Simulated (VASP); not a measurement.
# CuF2 (I4/mmm) in VASP: single point with LDA

Aim: the single point of CuF2 with LDA.

Program: VASP 6.6.1. These are calculated values, not measurements. Logs are shortened: lines on timing, memory, paths and dates and some standing lists are left out, and cuts for length are marked.

## Step 1: The cell of the first run

The structure is tetragonal, space group I4/mmm (No. 139). Conventional cell: a = 3.733 Å, b = 3.733 Å, c = 11.934 Å, α = 90.00°, β = 90.00°, γ = 90.00°. Within 2.5 Å of Cu (site symmetry 4/mmm) lie 4 F at 1.87 Å. Within 2.5 Å of F (site symmetry mmm) lie 2 Cu at 1.87 Å.

## Step 2: Single point, LDA

File INCAR:

```
ALGO = Normal
EDIFF = 1E-7
ENCUT = 520
ISIF = 2
ISMEAR = -1
LASPH = True
LCHARG = True
LELF = True
LREAL = False
LVHAR = True
LWAVE = False
NBANDS = 20
NELM = 60
PREC = Accurate
SIGMA = 0.1
```

File KPOINTS:

```
k-points
0
Gamma
  11 11 11
```

File POSCAR:

```
CuF2
1.0
   -1.8663990000      1.8663990000      5.9669310000
    1.8663990000     -1.8663990000      5.9669310000
    1.8663990000      1.8663990000     -5.9669310000
Cu F
1 2
Direct
    0.0000000000      0.0000000000      0.0000000000
    0.5000000000      0.0000000000      0.5000000000
    0.0000000000      0.5000000000      0.5000000000
```

Potentials or basis: VASP PAW LDA potentials, release 64 (Cu, F).

The run is started by

```console
$ cat potpaw_LDA.64/Cu/POTCAR potpaw_LDA.64/F/POTCAR > POTCAR
$ mpirun -np 1 vasp_std > vasp.out
```

OUTCAR:

```text
EDIFF = 1E-7
   ENCUT = 520
   ISIF = 2
   ISMEAR = -1
   LASPH = True
   LREAL = False
   NELM = 60
   PREC = Accurate

 ion  position               nearest neighbor table
   1  0.000  0.000  0.000-   2 1.87   3 1.87   3 1.87   2 1.87
   2  0.500  0.000  0.500-   1 1.87   1 1.87
   3  0.000  0.500  0.500-   1 1.87   1 1.87

  LATTYP: Found a body centered tetragonal cell.
 ALAT       =     3.7327980000
 C/A-ratio  =     3.1970286096

  Lattice vectors:

 A1 = (  -1.8663990000,   1.8663990000,   5.9669310000)
 A2 = (   1.8663990000,  -1.8663990000,   5.9669310000)
 A3 = (   1.8663990000,   1.8663990000,  -5.9669310000)

Analysis of symmetry for initial positions (statically):
=====================================================================
 Subroutine PRICEL returns:
 Original cell was already a primitive cell.

 Routine SETGRP: Setting up the symmetry group for a
 body centered tetragonal supercell.

 Subroutine GETGRP returns: Found 16 space group operations
 (whereof 16 operations were pure point group operations)
 out of a pool of 16 trial point group operations.

The static configuration has the point symmetry D_4h.

Analysis of symmetry for dynamics (positions and initial velocities):
=====================================================================
 Subroutine PRICEL returns:
 Original cell was already a primitive cell.

 Routine SETGRP: Setting up the symmetry group for a
 body centered tetragonal supercell.

 Subroutine GETGRP returns: Found 16 space group operations
 (whereof 16 operations were pure point group operations)
 out of a pool of 16 trial point group operations.

The dynamic configuration has the point symmetry D_4h.

 Subroutine INISYM returns: Found 16 space group operations
 (whereof 16 operations are pure point group operations),
 and found     1 'primitive' translations

----------------------------------------------------------------------------------------

                                     Primitive cell

  volume of cell :      83.1419

  direct lattice vectors                    reciprocal lattice vectors
    -1.866399000  1.866399000  5.966931000     0.000000000  0.267895557  0.083795170
     1.866399000 -1.866399000  5.966931000     0.267895557  0.000000000  0.083795170
     1.866399000  1.866399000 -5.966931000     0.267895557  0.267895557  0.000000000

  length of vectors
     6.524657540  6.524657540  6.524657540     0.280694959  0.280694959  0.378861530

  position of ions in fractional coordinates (direct lattice)
     0.000000000  0.000000000  0.000000000
     0.500000000  0.000000000  0.500000000
     0.000000000  0.500000000  0.500000000

  ion indices of the primitive-cell ions
   primitive index   ion index
                 1           1
                 2           2
                 3           3

----------------------------------------------------------------------------------------

 KPOINTS: k-points

Automatic generation of k-mesh.
 Grid dimensions read from file:
 generate k-points for:   11   11   11

 Generating k-lattice:

  Cartesian coordinates                     Fractional coordinates (reciprocal lattice)
     0.000000000  0.024354142  0.007617743     0.090909091  0.000000000  0.000000000
     0.024354142  0.000000000  0.007617743     0.000000000  0.090909091  0.000000000
     0.024354142  0.024354142  0.000000000     0.000000000  0.000000000  0.090909091

  Length of vectors
     0.025517724  0.025517724  0.034441957

  Shift w.r.t. Gamma in fractional coordinates (k-lattice)
     0.000000000  0.000000000  0.000000000

 Subroutine IBZKPT returns following result:
 ===========================================

 Found    126 irreducible k-points:

 Following reciprocal coordinates:
            Coordinates               Weight
  0.000000  0.000000  0.000000      1.000000
  0.090909 -0.000000  0.000000      8.000000
  0.181818 -0.000000  0.000000      8.000000
  0.272727 -0.000000  0.000000      8.000000
  0.363636 -0.000000  0.000000      8.000000
  0.454545  0.000000  0.000000      8.000000
[... 16 lines left out ...]
 -0.272727  0.181818 -0.000000     16.000000
 -0.181818  0.181818  0.000000      4.000000
 [... further k-points ...]
   k-points           NKPTS =    126   k-points in BZ     NKDIM =    126   number of bands    NBANDS=     20
   number of dos      NEDOS =    301   number of ions     NIONS =      3
   total plane-waves  NPLWV = 125000
   dimension x,y,z NGX =    50 NGY =   50 NGZ =   50
   dimension x,y,z NGXF=   100 NGYF=  100 NGZF=  100
   ions per type =               1   2
   NGX,Y,Z   is equivalent  to a cutoff of  12.74, 12.74, 12.74 a.u.
   NGXF,Y,Z  is equivalent  to a cutoff of  25.48, 25.48, 25.48 a.u.
 SYSTEM =  unknown system
   PREC   = accura    normal or accurate (medium, high low for compatibility)
   ISTART =      0    job   : 0-new  1-cont  2-samecut
   ICHARG =      2    charge: 1-file 2-atom 10-const
   ISPIN  =      1    spin polarized calculation?
   LNONCOLLINEAR =      F non collinear calculations
   LSORBIT =      F    spin-orbit coupling
   LASPH  =      T    aspherical Exc in radial PAW
   ENCUT  =  520.0 eV  38.22 Ry    6.18 a.u.  12.13 12.13 12.13*2*pi/ulx,y,z
   NELM   =     60;   NELMIN=  2; NELMDL= -5     # of ELM steps
   EDIFF  = 0.1E-06   stopping-criterion for ELM
   LREAL  =      F    real-space projection
   EDIFFG = 0.1E-05   stopping-criterion for IOM
   NSW    =      0    number of steps for IOM
   IBRION =     -1    ionic relax: 0-MD 1-quasi-New 2-CG
   NFREE  =      0    steps in history (QN), initial steepest desc. (CG)
   ISIF   =      2    stress and relaxation
   ISYM   =      2    0-nonsym 1-usesym 2-fastsym
   POTIM  = 0.5000    time-step for ionic-motion
   TEBEG  =    0.0;   TEEND  =   0.0 temperature during run
   PSTRESS=    0.0 pullay stress
   NELECT =      25.0000    total number of electrons
   NUPDOWN=      -1.0000    fix difference up-down
   EMIN   =  10.00;   EMAX   =-10.00  energy-range for DOS
   EFERMI =   0.00;   METHOD = LEGACY
   ISMEAR =    -1;   SIGMA  =   0.10  broadening in eV -4-tet -1-fermi 0-gaus
   EFERMI_NEDOS =   21; number of points for ismear=-14 and -15
   IALGO  =     38    algorithm
   IMIX   =      4    mixing-type and parameters
     AMIX     =   0.40;   BMIX     =  1.00
     AMIX_MAG =   1.60;   BMIX_MAG =  1.00
  volume/ion in A,a.u.               =      27.71       187.02
  Fermi-wavevector in a.u.,A,eV,Ry     =   1.096768  2.072591 16.366454  1.202900
  Thomas-Fermi vector in A             =   2.233116
   LORBIT       =      0    0 simple, 1 ext, 2 COOP (PROOUT), +10 PAW based schemes
   GGA     = CA    functional components
   LHFCALC =     F    Hartree Fock is set to
   AEXX    =    0.0000 exact exchange contribution
   IVDW    =     0    specifies the selected vdW correction
   LEPSILON=     F    determine dielectric tensor
   LRPA    =     F    only Hartree local field effects (RPA)
 non-spin polarized calculation
  energy-cutoff  :      520.00
  volume of cell :       83.14
 maximum number of plane-waves:      2256
 NGX is ok and might be reduce to    50
   NGX = 25   NGY = 25   NGZ = 25

 number of electron      24.9999998 magnetization

 Free energy of the ion-electron system (eV)
  ---------------------------------------------------
  ext. energy  EPLUGINS =         0.00000000
  ---------------------------------------------------
  free energy    TOTEN  =       -13.19201065 eV

  energy without entropy =      -13.15385500  energy(sigma->0) =      -13.17293283

 E-fermi :  -3.7535     XC(G=0):  -5.9344

 val. band max:       -3.7571585037   @ k =  -0.4545   0.4545   0.2727
 cond. band min:      -3.4848880973   @ k =  -0.2727   0.2727   0.0909
 fundamental gap:      0.2722704064
 Fermi energy:        -3.7534910181

 k-point     1 :       0.0000    0.0000    0.0000
  band No.  band energies     occupation
      1     -25.8130      2.00000
      2     -25.0705      2.00000
      3      -8.7943      2.00000
      4      -8.7943      2.00000
      5      -7.3551      2.00000
      6      -6.2472      2.00000
[... 12 lines left out ...]
     19      11.3565      0.00000
     20      11.3565      0.00000

 k-point     2 :       0.0909   -0.0000    0.0000
  band No.  band energies     occupation
      1     -25.7921      2.00000
      2     -25.0785      2.00000
      3      -8.9504      2.00000
      4      -8.7769      2.00000
      5      -7.3631      2.00000
      6      -6.3409      2.00000
[... 12 lines left out ...]
     19      11.4162      0.00000
     20      11.5025      0.00000

 k-point     3 :       0.1818   -0.0000    0.0000
  band No.  band energies     occupation
      1     -25.7333      2.00000
      2     -25.1029      2.00000
      3      -9.3314      2.00000
      4      -8.7262      2.00000
      5      -7.3884      2.00000
      6      -6.6621      2.00000
[... 12 lines left out ...]
     19      11.1519      0.00000
     20      11.5453      0.00000

 k-point     4 :       0.2727   -0.0000    0.0000
  band No.  band energies     occupation
      1     -25.6459      2.00000
      2     -25.1445      2.00000
      3      -9.7690      2.00000
      4      -8.6483      2.00000
      5      -7.4305      2.00000
      6      -6.9934      2.00000
[... 12 lines left out ...]
     19      10.9753      0.00000
     20      11.6512      0.00000

 k-point     5 :       0.3636   -0.0000    0.0000
  band No.  band energies     occupation
      1     -25.5452      2.00000
      2     -25.2027      2.00000
      3     -10.1277      2.00000
      4      -8.5584      2.00000
      5      -7.4778      2.00000
      6      -7.2595      2.00000
[... 12 lines left out ...]
     19      10.6089      0.00000
     20      11.7212      0.00000

 k-point     6 :       0.4545    0.0000    0.0000
  band No.  band energies     occupation
      1     -25.4583      2.00000
      2     -25.2645      2.00000
      3     -10.3258      2.00000
      4      -8.4910      2.00000
      5      -7.5094      2.00000
      6      -7.4172      2.00000
[... 12 lines left out ...]
     19       9.8804      0.00000
     20      11.7592      0.00000

 k-point     7 :       0.0909    0.0909    0.0000
  band No.  band energies     occupation
      1     -25.7718      2.00000
      2     -25.0859      2.00000
      3      -8.9685      2.00000
      4      -8.9035      2.00000
      5      -7.3704      2.00000
      6      -6.5704      2.00000
[... 12 lines left out ...]
     19      10.3846      0.00000
     20      11.1951      0.00000
[... 277 lines left out ...]
 k-point    20 :       0.4545    0.1818    0.0000
  band No.  band energies     occupation
      1     -25.4057      2.00000
      2     -25.2595      2.00000
      3     -10.3808      2.00000
      4      -9.1534      2.00000
      5      -8.0385      2.00000
      6      -7.4971      2.00000
[... 12 lines left out ...]
     19       9.5741      0.00000
     20      10.3948      0.00000

 k-point    21 :      -0.4545    0.1818    0.0000
  band No.  band energies     occupation
      1     -25.4057      2.00000
      2     -25.2594      2.00000
      3     -10.3808      2.00000
      4      -9.1534      2.00000
      5      -8.0386      2.00000
      6      -7.4961      2.00000
[... 12 lines left out ...]
     19       9.6923      0.00000
     20      10.4803      0.00000

 k-point    22 :      -0.3636    0.1818    0.0000
  band No.  band energies     occupation
      1     -25.4864      2.00000
      2     -25.2056      2.00000
      3     -10.1766      2.00000
      4      -9.1798      2.00000
      5      -7.9052      2.00000
      6      -7.4655      2.00000
[... 12 lines left out ...]
     19       9.4359      0.00000
     20      10.1418      0.00000

 k-point    23 :      -0.2727    0.1818   -0.0000
  band No.  band energies     occupation
      1     -25.5788      2.00000
      2     -25.1587      2.00000
      3      -9.8106      2.00000
      4      -9.2116      2.00000
      5      -7.6581      2.00000
      6      -7.4266      2.00000
[... 12 lines left out ...]
     19       9.2271      0.00000
     20       9.6963      0.00000

 k-point    24 :      -0.1818    0.1818    0.0000
  band No.  band energies     occupation
      1     -25.6593      2.00000
      2     -25.1266      2.00000
      3      -9.4184      2.00000
      4      -9.1803      2.00000
      5      -7.4008      2.00000
      6      -7.3218      2.00000
[... 12 lines left out ...]
     19       9.3537      0.00000
     20       9.8505      0.00000

 [... further k-points ...]

------------------------ aborting loop because EDIFF is reached ----------------------------------------

  FORCE on cell =-STRESS in cart. coord.  units (eV):
  Direction    XX          YY          ZZ          XY          YZ          ZX
  --------------------------------------------------------------------------------------
  -------------------------------------------------------------------------------------
  Total       -2.3557749     -2.3557749     -0.0989989      0.0000000      0.0000000      0.0000000
  in kB      -45.3967105    -45.3967105     -1.9077482      0.0000000      0.0000000      0.0000000
  external PRESSURE =     -30.9003897 kB  Pullay stress =       0.0000000 kB

 VOLUME and BASIS-vectors are now :
 -----------------------------------------------------------------------------
  energy-cutoff  :      520.00
  volume of cell :       83.14
      direct lattice vectors                 reciprocal lattice vectors
    -1.866399000  1.866399000  5.966931000     0.000000000  0.267895557  0.083795170
     1.866399000 -1.866399000  5.966931000     0.267895557  0.000000000  0.083795170
     1.866399000  1.866399000 -5.966931000     0.267895557  0.267895557  0.000000000

 POSITION                                       TOTAL-FORCE (eV/Angst)
 -----------------------------------------------------------------------------------
      0.00000      0.00000      0.00000        -0.000000      0.000000      0.000000
      0.00000      1.86640      0.00000         0.000000      0.000000     -0.000000
      1.86640      0.00000      0.00000         0.000000     -0.000000     -0.000000
 -----------------------------------------------------------------------------------
    total drift:                                0.000000      0.000000     -0.000000

  FREE ENERGIE OF THE ION-ELECTRON SYSTEM (eV)
  ---------------------------------------------------
  free  energy   TOTEN  =       -13.1920106515 eV

  energy  without entropy=      -13.1538550007  energy(sigma->0) =      -13.17293283
```

Run time: 15 min. Hardware: 1 thread of AMD EPYC 7R13, shared host; peak memory 0.36 GiB.

What came out:

| Quantity | Value |
| --- | --- |
| Free energy | -13.1920 eV |
| Pressure | -3.1 GPa |
| Band gap on the k mesh | zero (an odd number of electrons rules out a gap without spin polarisation) |

Levels at points of the mesh, in eV from the Fermi level:
```csv
k point,band 9,band 10,band 11,band 12,band 13,band 14,band 15,band 16,band 17,band 18
"(0.00, 0.00, 0.00)",-1.94,-1.56,-1.56,-1.52,-1.37,3.83,7.69,8.46,12.36,14.71
```

Caveat: the cell stands under tension; an odd number of electrons without spin polarisation forces a metal; a magnetic or distorted state may lie lower.

The gap in the log of VASP goes by the Fermi energy; the results here count the filled bands.